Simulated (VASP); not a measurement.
# Bi4O (Pm-3m) in VASP: further runs

Runs on Bi4O. Level: PBE. Tasks: single point, relaxation of cell and atoms.

Program: VASP 6.6.1. These are calculated values, not measurements. Logs are shortened: lines on timing, memory, paths and dates and some standing lists are left out, and cuts for length are marked.

**1. The cell of the first run**

Symmetry: Pm-3m, No. 221, cubic system. The conventional cell has a = 5.072 Å, b = 5.072 Å, c = 5.072 Å, α = 90.00°, β = 90.00°, γ = 90.00°. Bi (site symmetry 4/mmm) has 2 O at 2.54 Å within 3.3 Å. Bi (site symmetry m-3m) has 12 Bi at 3.59 Å and 8 O at 4.39 Å within 4.7 Å. O (site symmetry m-3m) has 6 Bi at 2.54 Å within 3.3 Å.

The cell was generated, and may not be a known phase.

**2. Single point, PBE**

File INCAR:

```
SYSTEM = Bi4O
PREC     = Accurate       ! precision mode
ENCUT    = 520            ! plane-wave cutoff, eV
EDIFF    = 1E-6           ! SCF threshold, eV
ISMEAR   = 0              ! smearing method
SIGMA    = 0.1            ! smearing width, eV
LREAL    = .FALSE.        ! projectors in reciprocal space
LASPH    = .TRUE.         ! aspherical terms in the spheres
NELM     = 100            ! most SCF steps
ALGO     = Normal         ! electronic algorithm
ISIF     = 2              ! what is computed and relaxed
LWAVE    = .FALSE.        ! write WAVECAR
LCHARG   = .FALSE.        ! write CHGCAR
GGA      = PE             ! functional
NBANDS   = 41             ! bands
```

File KPOINTS:

```
regular mesh
0
G
  4 4 4
  0 0 0
```

File POSCAR:

```
Bi4O
1.0
    5.0721979200      0.0000000000      0.0000000000
    0.0000000000      5.0721979200      0.0000000000
    0.0000000000      0.0000000000      5.0721979200
Bi O
4 1
Direct
    0.5000000000      0.0000000000      0.0000000000
    0.0000000000      0.5000000000      0.0000000000
    0.0000000000      0.0000000000      0.5000000000
    0.5000000000      0.5000000000      0.5000000000
    0.0000000000      0.0000000000      0.0000000000
```

Potentials or basis: VASP PAW PBE potentials, release 64 (Bi_d, O).

Command:

```console
$ cat potpaw_PBE.64/Bi_d/POTCAR potpaw_PBE.64/O/POTCAR > POTCAR
$ mpirun -np 1 vasp_std > vasp.out
```

OUTCAR:

```text
SYSTEM = Bi4O
   PREC = Accurate
   ENCUT = 520
   EDIFF = 1E-6
   ISMEAR = 0
   LREAL = .FALSE.
   LASPH = .TRUE.
   NELM = 100
   ISIF = 2
   GGA = PE

 ion  position               nearest neighbor table
   1  0.500  0.000  0.000-   5 2.54   5 2.54   4 3.59   2 3.59   3 3.59   4 3.59   2 3.59   4 3.59
                             4 3.59   2 3.59   3 3.59   3 3.59   3 3.59   2 3.59
   2  0.000  0.500  0.000-   5 2.54   5 2.54   4 3.59   1 3.59   3 3.59   4 3.59   1 3.59   3 3.59
                             3 3.59   3 3.59   1 3.59   4 3.59   4 3.59   1 3.59
   3  0.000  0.000  0.500-   5 2.54   5 2.54   4 3.59   1 3.59   1 3.59   2 3.59   2 3.59   2 3.59
                             4 3.59   2 3.59   1 3.59   4 3.59   1 3.59   4 3.59
   4  0.500  0.500  0.500-   1 3.59   2 3.59   3 3.59   1 3.59   2 3.59   1 3.59   3 3.59   1 3.59
                             2 3.59   3 3.59   2 3.59   3 3.59
   5  0.000  0.000  0.000-   1 2.54   2 2.54   3 2.54   3 2.54   2 2.54   1 2.54

  LATTYP: Found a simple cubic cell.
 ALAT       =     5.0721979200

  Lattice vectors:

 A1 = (   5.0721979200,   0.0000000000,   0.0000000000)
 A2 = (   0.0000000000,   5.0721979200,   0.0000000000)
 A3 = (   0.0000000000,   0.0000000000,   5.0721979200)

Analysis of symmetry for initial positions (statically):
=====================================================================
 Subroutine PRICEL returns:
 Original cell was already a primitive cell.

 Routine SETGRP: Setting up the symmetry group for a
 simple cubic supercell.

 Subroutine GETGRP returns: Found 48 space group operations
 (whereof 48 operations were pure point group operations)
 out of a pool of 48 trial point group operations.

The static configuration has the point symmetry O_h .

Analysis of symmetry for dynamics (positions and initial velocities):
=====================================================================
 Subroutine PRICEL returns:
 Original cell was already a primitive cell.

 Routine SETGRP: Setting up the symmetry group for a
 simple cubic supercell.

 Subroutine GETGRP returns: Found 48 space group operations
 (whereof 48 operations were pure point group operations)
 out of a pool of 48 trial point group operations.

The dynamic configuration has the point symmetry O_h .

 Subroutine INISYM returns: Found 48 space group operations
 (whereof 48 operations are pure point group operations),
 and found     1 'primitive' translations

----------------------------------------------------------------------------------------

[... 87 lines left out ...]
   IBRION =     -1    ionic relax: 0-MD 1-quasi-New 2-CG
   NFREE  =      0    steps in history (QN), initial steepest desc. (CG)
   ISIF   =      2    stress and relaxation
   ISYM   =      2    0-nonsym 1-usesym 2-fastsym
   POTIM  = 0.5000    time-step for ionic-motion
   TEBEG  =    0.0;   TEEND  =   0.0 temperature during run
   PSTRESS=    0.0 pullay stress
   NELECT =      66.0000    total number of electrons
   NUPDOWN=      -1.0000    fix difference up-down
   EMIN   =  10.00;   EMAX   =-10.00  energy-range for DOS
   EFERMI =   0.00;   METHOD = LEGACY
   ISMEAR =     0;   SIGMA  =   0.10  broadening in eV -4-tet -1-fermi 0-gaus
   EFERMI_NEDOS =   21; number of points for ismear=-14 and -15
   IALGO  =     38    algorithm
   IMIX   =      4    mixing-type and parameters
     AMIX     =   0.40;   BMIX     =  1.00
     AMIX_MAG =   1.60;   BMIX_MAG =  1.00
  volume/ion in A,a.u.               =      26.10       176.12
  Fermi-wavevector in a.u.,A,eV,Ry     =   1.304347  2.464859 23.147894  1.701322
  Thomas-Fermi vector in A             =   2.435289
   LORBIT       =      0    0 simple, 1 ext, 2 COOP (PROOUT), +10 PAW based schemes
   GGA     = PE    functional components
   LHFCALC =     F    Hartree Fock is set to
   AEXX    =    0.0000 exact exchange contribution
   IVDW    =     0    specifies the selected vdW correction
   LEPSILON=     F    determine dielectric tensor
   LRPA    =     F    only Hartree local field effects (RPA)
 non-spin polarized calculation
 Gauss-broadening in eV      SIGMA  =   0.10
  energy-cutoff  :      520.00
  volume of cell :      130.49
 maximum number of plane-waves:      3544
 NGX is ok and might be reduce to    40
   NGX = 19   NGY = 19   NGZ = 19

 number of electron      66.0000048 magnetization

 Free energy of the ion-electron system (eV)
  ---------------------------------------------------
  ext. energy  EPLUGINS =         0.00000000
  ---------------------------------------------------
  free energy    TOTEN  =       -21.05906043 eV

  energy without entropy =      -21.03296340  energy(sigma->0) =      -21.04601191

 E-fermi :   7.8628     XC(G=0): -10.4099

 val. band max:        7.8624407825   @ k =   0.5000   0.2500   0.2500
 cond. band min:       7.8887395073   @ k =   0.2500   0.2500   0.2500
 fundamental gap:      0.0262987249
 Fermi energy:         7.8627984937

 k-point     1 :       0.0000    0.0000    0.0000
  band No.  band energies     occupation
      1     -15.5144      2.00000
      2     -15.3611      2.00000
      3     -15.3611      2.00000
      4     -15.3611      2.00000
      5     -15.2579      2.00000
      6     -15.2579      2.00000
[... 429 lines left out ...]
     40      10.9900      0.00000
     41      14.9237      0.00000

------------------------ aborting loop because EDIFF is reached ----------------------------------------

  FORCE on cell =-STRESS in cart. coord.  units (eV):
  Direction    XX          YY          ZZ          XY          YZ          ZX
  --------------------------------------------------------------------------------------
  -------------------------------------------------------------------------------------
  Total        0.5110484      0.5110484      0.5110484     -0.0000000     -0.0000000      0.0000000
  in kB        6.2745707      6.2745707      6.2745707     -0.0000000     -0.0000000      0.0000000
  external PRESSURE =       6.2745707 kB  Pullay stress =       0.0000000 kB

 VOLUME and BASIS-vectors are now :
 -----------------------------------------------------------------------------
  energy-cutoff  :      520.00
  volume of cell :      130.49
      direct lattice vectors                 reciprocal lattice vectors
     5.072197920  0.000000000  0.000000000     0.197153190  0.000000000  0.000000000
     0.000000000  5.072197920  0.000000000     0.000000000  0.197153190  0.000000000
     0.000000000  0.000000000  5.072197920     0.000000000  0.000000000  0.197153190

 POSITION                                       TOTAL-FORCE (eV/Angst)
 -----------------------------------------------------------------------------------
      2.53610      0.00000      0.00000         0.000000      0.000000      0.000000
      0.00000      2.53610      0.00000         0.000000      0.000000      0.000000
      0.00000      0.00000      2.53610         0.000000      0.000000      0.000000
      2.53610      2.53610      2.53610         0.000000      0.000000      0.000000
      0.00000      0.00000      0.00000         0.000000      0.000000      0.000000
 -----------------------------------------------------------------------------------
    total drift:                               -0.000000      0.000000     -0.000000

  FREE ENERGIE OF THE ION-ELECTRON SYSTEM (eV)
  ---------------------------------------------------
  free  energy   TOTEN  =       -21.0590604283 eV

  energy  without entropy=      -21.0329633987  energy(sigma->0) =      -21.04601191
```

OSZICAR:

```text
N       E                     dE             d eps       ncg     rms          rms(c)
DAV:   1     0.805558120171E+03    0.80556E+03   -0.33798E+04   820   0.202E+03
DAV:   2     0.813989865123E+02   -0.72416E+03   -0.70664E+03   820   0.557E+02
DAV:   3    -0.179216785727E+02   -0.99321E+02   -0.95813E+02  1028   0.211E+02
DAV:   4    -0.229704203043E+02   -0.50487E+01   -0.49815E+01   926   0.482E+01
DAV:   5    -0.231784676801E+02   -0.20805E+00   -0.20798E+00  1031   0.968E+00    0.886E+00
DAV:   6    -0.214955765087E+02    0.16829E+01   -0.99538E+00  1089   0.204E+01    0.595E+00
DAV:   7    -0.210431033131E+02    0.45247E+00   -0.22037E+00   961   0.826E+00    0.172E+00
DAV:   8    -0.210642957000E+02   -0.21192E-01   -0.48378E-01   955   0.272E+00    0.699E-01
DAV:   9    -0.210614915268E+02    0.28042E-02   -0.29525E-02  1190   0.121E+00    0.348E-01
DAV:  10    -0.210624066310E+02   -0.91510E-03   -0.23920E-02  1083   0.113E+00    0.480E-01
DAV:  11    -0.210592388163E+02    0.31678E-02   -0.45277E-03   932   0.462E-01    0.161E-01
DAV:  12    -0.210590631465E+02    0.17567E-03   -0.25332E-03   967   0.247E-01    0.216E-02
DAV:  13    -0.210590614011E+02    0.17454E-05   -0.14348E-04   862   0.759E-02    0.104E-02
DAV:  14    -0.210590640409E+02   -0.26398E-05   -0.10797E-05   995   0.197E-02    0.149E-02
DAV:  15    -0.210590607038E+02    0.33371E-05   -0.14677E-05   681   0.212E-02    0.507E-03
DAV:  16    -0.210590604283E+02    0.27546E-06   -0.17655E-06   607   0.931E-03
   1 F= -.21059060E+02 E0= -.21046012E+02  d E =-.260970E-01
```

Run time: 40 s. Hardware: 1 thread of Intel Xeon Platinum 8559C (Emerald Rapids), shared host; peak memory 0.24 GiB.

What came out:

- Free energy: -21.0591 eV
- Pressure: 0.6 GPa
- Band gap on the k mesh: zero (bands 33 and 34 overlap by 3.78 eV)

Levels at points of the mesh, in eV from the Fermi level:
| k point | band 30 | band 31 | band 32 | band 33 | band 34 | band 35 | band 36 | band 37 |
| --- | --- | --- | --- | --- | --- | --- | --- | --- |
| (0.00, 0.00, 0.00) | -2.59 | -2.59 | 0.32 | 0.32 | 0.32 | 2.60 | 2.60 | 2.60 |
| (0.50, 0.00, 0.00) | -2.64 | -1.06 | -0.57 | -0.57 | -0.43 | -0.05 | 0.85 | 1.91 |
| (0.50, 0.50, 0.00) | -2.57 | -2.57 | -1.11 | -1.11 | -1.01 | -0.58 | 2.66 | 2.93 |
| (0.50, 0.50, 0.50) | -2.80 | -2.80 | -2.07 | 2.77 | 2.77 | 3.12 | 3.12 | 3.12 |

Caveat: spin-orbit coupling is left out, which moves the levels of the heavy elements.

**3. Single point, PBE**

This run uses another cell than the first one, of 26.21 Å³/atom.

File INCAR:

```
SYSTEM = Bi4O
  ALGO = Normal
  EDIFF = 1E-7
  ENCUT = 520
  GGA = PE
  ISIF = 2
  ISMEAR = 0
  LASPH = .TRUE.
  LCHARG = .FALSE.
  LREAL = .FALSE.
  LWAVE = .FALSE.
  NBANDS = 41
  NELM = 80
  PREC = Accurate
  SIGMA = 0.1
```

File KPOINTS:

```
k-points
0
G
  8 8 8
  0 0 0
```

POSCAR: that of step 2 with these lines changed.

```diff
@@ -2,5 +2,5 @@
 1.0
-    5.0721979200      0.0000000000      0.0000000000
-    0.0000000000      5.0721979200      0.0000000000
-    0.0000000000      0.0000000000      5.0721979200
+    5.0790981358      0.0000000000      0.0000000000
+    0.0000000000      5.0790981358      0.0000000000
+    0.0000000000      0.0000000000      5.0790981358
 Bi O
```

Potentials or basis: VASP PAW PBE potentials, release 64 (Bi_d, O).

Command:

```console
$ cat potpaw_PBE.64/Bi_d/POTCAR potpaw_PBE.64/O/POTCAR > POTCAR
$ mpirun -np 1 vasp_std > vasp.out
```

Wall time 2.4 min (1 thread of Intel Xeon Platinum 8559C (Emerald Rapids), shared host); peak memory 0.32 GiB.

The run converged. Its results:

| Item | Value |
| --- | --- |
| Free energy | -21.0560 eV |
| Pressure | 0.0 GPa |
| Band gap on the k mesh | zero (bands 33 and 34 overlap by 3.83 eV) |

Levels at points of the mesh, in eV from the Fermi level:
```
           k point  band 30  band 31  band 32  band 33  band 34  band 35  band 36  band 37
(0.00, 0.00, 0.00)    -2.60    -2.60     0.32     0.32     0.32     2.56     2.56     2.56
(0.50, 0.00, 0.00)    -2.65    -1.05    -0.57    -0.57    -0.48    -0.07     0.85     1.87
(0.50, 0.50, 0.00)    -2.58    -2.58    -1.10    -1.10    -1.06    -0.57     2.65     2.93
(0.50, 0.50, 0.50)    -2.79    -2.79    -2.06     2.77     2.77     3.06     3.06     3.06
```

Caveat: spin-orbit coupling is left out, which moves the levels of the heavy elements.

**4. Relaxation of cell and atoms, PBE**

File INCAR:

```
ALGO = Normal
EDIFF = 1E-6
EDIFFG = -0.01
ENCUT = 600
GGA = PE
IBRION = 2
ISIF = 3
ISMEAR = 0
LASPH = T
LCHARG = F
LREAL = F
LWAVE = F
NELM = 60
NSW = 100
PREC = Accurate
SIGMA = 0.1
```

File KPOINTS:

```
k-points
0
Gamma
  8 8 8
```

POSCAR: that of step 3 with these lines changed.

```diff
@@ -2,5 +2,5 @@
 1.0
-    5.0790981358      0.0000000000      0.0000000000
-    0.0000000000      5.0790981358      0.0000000000
-    0.0000000000      0.0000000000      5.0790981358
+    5.0721979200      0.0000000000      0.0000000000
+    0.0000000000      5.0721979200      0.0000000000
+    0.0000000000      0.0000000000      5.0721979200
 Bi O
```

Command:

```console
$ cat potpaw_PBE.64/Bi_d/POTCAR potpaw_PBE.64/O/POTCAR > POTCAR
$ mpirun -np 1 vasp_std > vasp.out
```

It took 5.5 min on 1 thread of Intel Xeon Platinum 8559C (Emerald Rapids), shared host; peak memory 0.37 GiB.

Results (log left out):

* Free energy: -21.0574 eV
* Relaxed volume: 26.20 Å³/atom
* Relaxed cell: a = 5.079 Å, b = 5.079 Å, c = 5.079 Å, α = 90.00°, β = 90.00°, γ = 90.00°
* Space group after relaxing (to 0.1 Å): Pm-3m (No. 221)
* Energy gained by relaxing: 0.1 meV/atom
* Ionic steps: 3
* Pressure after relaxing: 0.0 GPa
* Band gap on the k mesh: zero (bands 33 and 34 overlap by 3.83 eV)

The path:
```
step  energy change (eV)  largest force (eV/Å)  pressure (GPa)  volume (Å³)
   1              0.0000                0.0000            0.25       130.49
   2             -0.0003                0.0000           -0.14       131.27
   3             -0.0004                0.0000            0.00       130.98
```

Final structure:
```xyz
5
Lattice="5.0785 0.0000 0.0000 0.0000 5.0785 0.0000 0.0000 0.0000 5.0785" Properties=species:S:1:pos:R:3 pbc="T T T"
Bi    2.5393    0.0000    0.0000
Bi    0.0000    2.5393    0.0000
Bi    0.0000    0.0000    2.5393
Bi    2.5393    2.5393    2.5393
O     0.0000    0.0000    0.0000
```

Levels at points of the mesh, in eV from the Fermi level:
| k point | band 31 | band 32 | band 33 | band 34 | band 35 | band 36 |
| --- | --- | --- | --- | --- | --- | --- |
| (0.00, 0.00, 0.00) | -2.60 | 0.32 | 0.32 | 0.32 | 2.56 | 2.56 |
| (0.50, 0.00, 0.00) | -1.06 | -0.57 | -0.57 | -0.48 | -0.07 | 0.85 |
| (0.50, 0.50, 0.00) | -2.58 | -1.10 | -1.10 | -1.06 | -0.57 | 2.65 |
| (0.50, 0.50, 0.50) | -2.79 | -2.06 | 2.77 | 2.77 | 3.06 | 3.06 |

Caveat: spin-orbit coupling is left out, which moves the levels of the heavy elements.

**5. Summary**

| task | cell | k mesh | cutoff (eV) | gap on the mesh (eV) | pressure (GPa) |
| --- | --- | --- | --- | --- | --- |
| single point | a = 5.072 Å, 5 atoms | 4 × 4 × 4 | 520 | none | 0.6 |
| single point | a = 5.079 Å, 5 atoms | 8 × 8 × 8 | 520 | none | 0.0 |
| relaxation of cell and atoms | relaxed from a = 5.072 Å, 5 atoms | 8 × 8 × 8 | 600 | none | 0.0 |

Alike in all rows: level PBE; potentials or basis VASP PAW PBE potentials, release 64 (Bi_d, O); no spin polarisation; smearing gaussian 0.1 eV.

Caveats: spin-orbit coupling is left out, which moves the levels of the heavy elements.

Total energies depend on the potentials used, so only differences within one code and one set of settings carry meaning.

The gap in the log of VASP goes by the Fermi energy; the results here count the filled bands.